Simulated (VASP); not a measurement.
# Se (P3_221) in VASP: electric field gradients with LDA

Aim: the electric field gradients of Se with LDA.

Everything below comes from runs of VASP 6.6.1. Logs are shortened: lines on timing, memory, paths and dates and some standing lists are left out, and cuts for length are marked.

### Step 1. The cell of the first run

It takes space group P3_221 (No. 154, trigonal). Conventional cell: a = 4.225 Å, b = 4.225 Å, c = 4.949 Å, α = 90.00°, β = 90.00°, γ = 120.00°. Within 3.0 Å of Se (site symmetry 2) lie 2 Se at 2.29 Å.

### Step 2. Electric field gradients, LDA (equal xx and yy strain of -3 %)

Contents of INCAR:

```
SYSTEM = Se
PREC = Accurate
ENCUT = 520
EDIFF = 1E-8
ISMEAR = -1
SIGMA = 0.03
LREAL = .False.
LASPH = .True.
NELM = 60
ALGO = Normal
ISIF = 2
LWAVE = .False.
LCHARG = .False.
GGA = CA
LEFG = .True.
NBANDS = 16
```

Contents of KPOINTS:

```
regular mesh
0
Gamma
  8 8 6
  0 0 0
```

Contents of POSCAR:

```
Se
1.0
    4.2245145873      0.0000000000      0.0000000000
   -2.1122572936      3.6585369512      0.0000000000
    0.0000000000      0.0000000000      4.9494500000
Se
3
Direct
    0.2170000000      0.0000000000      0.1666666667
    0.0000000000      0.2170000000      0.8333333333
    0.7830000000      0.7830000000      0.5000000000
```

Potentials or basis: VASP PAW LDA potentials, release 64 (Se).

Launch:

```sh
cat potpaw_LDA.64/Se/POTCAR > POTCAR
mpirun -np 1 vasp_std > vasp.out
```

OUTCAR:

```text
SYSTEM = Se
   PREC = Accurate
   ENCUT = 520
   EDIFF = 1E-8
   ISMEAR = -1
   LREAL = .False.
   LASPH = .True.
   NELM = 60
   ISIF = 2
   GGA = CA

 ion  position               nearest neighbor table
   1  0.217  0.000  0.167-   3 2.29   2 2.29
   2  0.000  0.217  0.833-   3 2.29   1 2.29
   3  0.783  0.783  0.500-   2 2.29   1 2.29

  LATTYP: Found a hexagonal cell.
 ALAT       =     4.2245145873
 C/A-ratio  =     1.1716020617

  Lattice vectors:

 A1 = (   4.2245145873,   0.0000000000,   0.0000000000)
 A2 = (  -2.1122572936,   3.6585369512,   0.0000000000)
 A3 = (   0.0000000000,   0.0000000000,   4.9494500000)

Analysis of symmetry for initial positions (statically):
=====================================================================
 Subroutine PRICEL returns:
 Original cell was already a primitive cell.

 Routine SETGRP: Setting up the symmetry group for a
 hexagonal supercell.

 Subroutine GETGRP returns: Found  6 space group operations
 (whereof  2 operations were pure point group operations)
 out of a pool of 24 trial point group operations.

The static configuration has the point symmetry C_2 .
 The point group associated with its full space group is D_3 .

Analysis of symmetry for dynamics (positions and initial velocities):
=====================================================================
 Subroutine PRICEL returns:
 Original cell was already a primitive cell.

 Routine SETGRP: Setting up the symmetry group for a
 hexagonal supercell.

 Subroutine GETGRP returns: Found  6 space group operations
 (whereof  2 operations were pure point group operations)
 out of a pool of 24 trial point group operations.

The dynamic configuration has the point symmetry C_2 .
 The point group associated with its full space group is D_3 .

 Subroutine INISYM returns: Found  6 space group operations
 (whereof  2 operations are pure point group operations),
 and found     1 'primitive' translations

----------------------------------------------------------------------------------------

                                     Primitive cell

  volume of cell :      76.4964

  direct lattice vectors                    reciprocal lattice vectors
     4.224514587  0.000000000  0.000000000     0.236713587  0.136666653  0.000000000
    -2.112257294  3.658536951  0.000000000     0.000000000  0.273333306  0.000000000
     0.000000000  0.000000000  4.949450000     0.000000000  0.000000000  0.202042651

  length of vectors
     4.224514587  4.224514587  4.949450000     0.273333306  0.273333306  0.202042651

  position of ions in fractional coordinates (direct lattice)
     0.217000000  0.000000000  0.166666667
     0.000000000  0.217000000  0.833333333
     0.783000000  0.783000000  0.500000000

  ion indices of the primitive-cell ions
   primitive index   ion index
                 1           1
                 2           2
                 3           3

----------------------------------------------------------------------------------------

 KPOINTS: regular mesh

Automatic generation of k-mesh.
 Grid dimensions read from file:
 generate k-points for:    8    8    6

 Generating k-lattice:

  Cartesian coordinates                     Fractional coordinates (reciprocal lattice)
     0.029589198  0.017083332  0.000000000     0.125000000  0.000000000  0.000000000
     0.000000000  0.034166663  0.000000000     0.000000000  0.125000000  0.000000000
     0.000000000  0.000000000  0.033673775     0.000000000  0.000000000  0.166666667

  Length of vectors
     0.034166663  0.034166663  0.033673775

  Shift w.r.t. Gamma in fractional coordinates (k-lattice)
     0.000000000  0.000000000  0.000000000

 Subroutine IBZKPT returns following result:
 ===========================================

 Found     50 irreducible k-points:

 Following reciprocal coordinates:
            Coordinates               Weight
  0.000000  0.000000  0.000000      1.000000
  0.125000  0.000000  0.000000      6.000000
  0.250000  0.000000  0.000000      6.000000
  0.375000  0.000000  0.000000      6.000000
  0.500000  0.000000  0.000000      3.000000
  0.125000  0.125000  0.000000      6.000000
[... 16 lines left out ...]
 -0.125000  0.500000  0.166667     12.000000
  0.250000  0.250000  0.166667     12.000000
 [... further k-points ...]
   k-points           NKPTS =     50   k-points in BZ     NKDIM =     50   number of bands    NBANDS=     16
   number of dos      NEDOS =    301   number of ions     NIONS =      3
   total plane-waves  NPLWV =  40960
   dimension x,y,z NGX =    32 NGY =   32 NGZ =   40
   dimension x,y,z NGXF=    64 NGYF=   64 NGZF=   80
   ions per type =               3
   NGX,Y,Z   is equivalent  to a cutoff of  12.59, 12.59, 13.44 a.u.
   NGXF,Y,Z  is equivalent  to a cutoff of  25.19, 25.19, 26.87 a.u.
 SYSTEM =  Se
   PREC   = accura    normal or accurate (medium, high low for compatibility)
   ISTART =      0    job   : 0-new  1-cont  2-samecut
   ICHARG =      2    charge: 1-file 2-atom 10-const
   ISPIN  =      1    spin polarized calculation?
   LNONCOLLINEAR =      F non collinear calculations
   LSORBIT =      F    spin-orbit coupling
   LASPH  =      T    aspherical Exc in radial PAW
   ENCUT  =  520.0 eV  38.22 Ry    6.18 a.u.   7.85  7.85  9.20*2*pi/ulx,y,z
   NELM   =     60;   NELMIN=  2; NELMDL= -5     # of ELM steps
   EDIFF  = 0.1E-07   stopping-criterion for ELM
   LREAL  =      F    real-space projection
   EDIFFG = 0.1E-06   stopping-criterion for IOM
   NSW    =      0    number of steps for IOM
   IBRION =     -1    ionic relax: 0-MD 1-quasi-New 2-CG
   NFREE  =      0    steps in history (QN), initial steepest desc. (CG)
   ISIF   =      2    stress and relaxation
   ISYM   =      2    0-nonsym 1-usesym 2-fastsym
   POTIM  = 0.5000    time-step for ionic-motion
   TEBEG  =    0.0;   TEEND  =   0.0 temperature during run
   PSTRESS=    0.0 pullay stress
   NELECT =      18.0000    total number of electrons
   NUPDOWN=      -1.0000    fix difference up-down
   EMIN   =  10.00;   EMAX   =-10.00  energy-range for DOS
   EFERMI =   0.00;   METHOD = LEGACY
   ISMEAR =    -1;   SIGMA  =   0.03  broadening in eV -4-tet -1-fermi 0-gaus
   EFERMI_NEDOS =   21; number of points for ismear=-14 and -15
   IALGO  =     38    algorithm
   IMIX   =      4    mixing-type and parameters
     AMIX     =   0.40;   BMIX     =  1.00
     AMIX_MAG =   1.60;   BMIX_MAG =  1.00
  volume/ion in A,a.u.               =      25.50       172.07
  Fermi-wavevector in a.u.,A,eV,Ry     =   1.010691  1.909930 13.898314  1.021497
  Thomas-Fermi vector in A             =   2.143696
   LORBIT       =      0    0 simple, 1 ext, 2 COOP (PROOUT), +10 PAW based schemes
   GGA     = CA    functional components
   LHFCALC =     F    Hartree Fock is set to
   AEXX    =    0.0000 exact exchange contribution
   IVDW    =     0    specifies the selected vdW correction
   LEPSILON=     F    determine dielectric tensor
   LRPA    =     F    only Hartree local field effects (RPA)
 non-spin polarized calculation
  energy-cutoff  :      520.00
  volume of cell :       76.50
 maximum number of plane-waves:      2076
 NGX is ok and might be reduce to    32
   NGX = 15   NGY = 15   NGZ = 19

 number of electron      18.0000004 magnetization

 Free energy of the ion-electron system (eV)
  ---------------------------------------------------
  ext. energy  EPLUGINS =         0.00000000
  ---------------------------------------------------
  free energy    TOTEN  =       -12.19029784 eV

  energy without entropy =      -12.19029782  energy(sigma->0) =      -12.19029783

 E-fermi :   3.8163     XC(G=0):  -9.4442

 val. band max:        3.3699134693   @ k =   0.3750   0.2500   0.5000
 cond. band min:       4.2501337336   @ k =   0.3750   0.2500   0.5000
 fundamental gap:      0.8802202644
 Fermi energy:         3.8162954773

 k-point     1 :       0.0000    0.0000    0.0000
  band No.  band energies     occupation
      1     -13.2287      2.00000
      2      -8.6990      2.00000
      3      -8.6990      2.00000
      4      -0.6971      2.00000
      5      -0.6971      2.00000
      6      -0.5983      2.00000
[... 8 lines left out ...]
     15       9.4233      0.00000
     16      11.6411      0.00000
[... 419 lines left out ...]
 k-point    24 :       0.2500    0.2500    0.1667
  band No.  band energies     occupation
      1     -12.5846      2.00000
      2      -9.8406      2.00000
      3      -7.9886      2.00000
      4      -2.4077      2.00000
      5      -2.0922      2.00000
      6      -0.2610      2.00000
[... 8 lines left out ...]
     15      12.0674      0.00000
     16      13.0159      0.00000

 [... further k-points ...]
[... 5 lines left out ...]
  --------------------------------------------------------------------------------------
  -------------------------------------------------------------------------------------
  Total        1.7796841      1.7796841      3.6964051      0.0000000      0.0000000     -0.0000000
  in kB       37.2745416     37.2745416     77.4192463      0.0000000      0.0000000     -0.0000000
  external PRESSURE =      50.6561098 kB  Pullay stress =       0.0000000 kB

 VOLUME and BASIS-vectors are now :
 -----------------------------------------------------------------------------
  energy-cutoff  :      520.00
  volume of cell :       76.50
      direct lattice vectors                 reciprocal lattice vectors
     4.224514587  0.000000000  0.000000000     0.236713587  0.136666653  0.000000000
    -2.112257294  3.658536951  0.000000000     0.000000000  0.273333306  0.000000000
     0.000000000  0.000000000  4.949450000     0.000000000  0.000000000  0.202042651

 POSITION                                       TOTAL-FORCE (eV/Angst)
 -----------------------------------------------------------------------------------
      0.91672      0.00000      0.82491         1.654621      0.000000      0.000000
     -0.45836      0.79390      4.12454        -0.827310      1.432944     -0.000000
      1.65390      2.86463      2.47472        -0.827310     -1.432944     -0.000000
 -----------------------------------------------------------------------------------
    total drift:                                0.000000      0.000000      0.000000

  FREE ENERGIE OF THE ION-ELECTRON SYSTEM (eV)
  ---------------------------------------------------
  free  energy   TOTEN  =       -12.1902978379 eV

  energy  without entropy=      -12.1902978223  energy(sigma->0) =      -12.19029783

 Electric field gradients (V/A^2)
---------------------------------------------------------------------
 ion       V_xx      V_yy      V_zz      V_xy      V_xz      V_yz
---------------------------------------------------------------------
   1     133.272  -337.761   204.489    -0.001    -0.000  -291.003
   2    -220.003    15.513   204.489  -203.964   252.016   145.502
   3    -220.003    15.513   204.490   203.963  -252.016   145.502
---------------------------------------------------------------------

 Electric field gradients after diagonalization (V/A^2)
 (convention: |V_zz| > |V_xx| > |V_yy|)
----------------------------------------------------------------------
 ion       V_xx      V_yy      V_zz     asymmetry (V_yy - V_xx)/ V_zz
----------------------------------------------------------------------
   1     331.097   133.272  -464.370       0.426
   2     331.097   133.272  -464.370       0.426
   3     331.098   133.271  -464.369       0.426
----------------------------------------------------------------------

           NMR quadrupolar parameters

 Cq : quadrupolar parameter    Cq=e*Q*V_zz/h
 eta: asymmetry parameters     (V_yy - V_xx)/ V_zz
 Q  : nuclear electric quadrupole moment in mb (millibarn)
----------------------------------------------------------------------
 ion       Cq(MHz)       eta       Q (mb)
----------------------------------------------------------------------
   1      -1.123       0.426       1.000
   2      -1.123       0.426       1.000
   3      -1.123       0.426       1.000
----------------------------------------------------------------------
```

Wall time 35 s (1 thread of Intel Xeon Platinum 8375C at 2.90GHz (Ice Lake), shared host); peak memory 0.18 GiB.

Results:

* Free energy: -12.1903 eV
* Pressure: 5.1 GPa
* Largest force: 1.655 eV/Å
* Band gap on the k mesh: 0.88 eV, direct

Forces in eV/Å, atoms in the order of the input:
```
Se   1.655  0.000  0.000
Se  -0.827  1.433  0.000
Se  -0.827 -1.433  0.000
```

Electric field gradients, principal values (V/Å²):
```tsv
atom	least	middle	greatest (by size)
1 Se	133.272	331.097	-464.370
2 Se	133.272	331.097	-464.370
3 Se	133.271	331.098	-464.369
```

Caveat: the cell differs from its parent crystal (equal xx and yy strain of -3 %); without QUAD_EFG the Cq values of the log hold for a quadrupole moment of 1 mb, not for the nuclei; forces of over 1 eV/Å act on the atoms, so gaps and moduli don't describe the material at rest. A k mesh can miss the band edges.
